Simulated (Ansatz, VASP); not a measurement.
# GaSb in VASP and in Ansatz

```xyz
2
Lattice="0.0000 3.0590 3.0590 3.0590 0.0000 3.0590 3.0590 3.0590 0.0000" Properties=species:S:1:pos:R:3 pbc="T T T"
Sb    4.5885    4.5885    4.5885
Ga    0.0000    0.0000    0.0000
```

Alike in both runs: task single point; functional r2SCAN-based global hybrid with a share of 0.15 of exact exchange; k mesh 4 × 4 × 4; occupations fermi-dirac, width 0.05 eV; no spin polarisation.

|  | VASP | Ansatz |
| --- | --- | --- |
| version | VASP 6.6.1 | Ansatz 0.2.0 |
| potentials or method | VASP PAW PBE potentials, release 64 (Sb, Ga_d) | Ansatz PAW |
| plane-wave cutoff (eV) | 520 | 500 |
| valence electrons in the cell | 18 | 28 |

|  | VASP | Ansatz | Ansatz less VASP |
| --- | --- | --- | --- |
| gap on the k mesh at the Fermi level (eV) | 1.24 | 1.21 | -0.030 |
| least direct gap on the mesh (eV) | 1.24 | 1.21 | -0.030 |
| pressure (GPa) | -0.3 | -0.1 | +0.26 |

VASP's potentials were made for PBE, not for r2SCAN-based global hybrid. VASP's potentials hold 18 valence electrons a cell and Ansatz's 28, so a difference there can come from the potentials and not from the codes.

The k mesh is coarse, so the values compare programs but aren't converged. Spin-orbit coupling is off throughout.
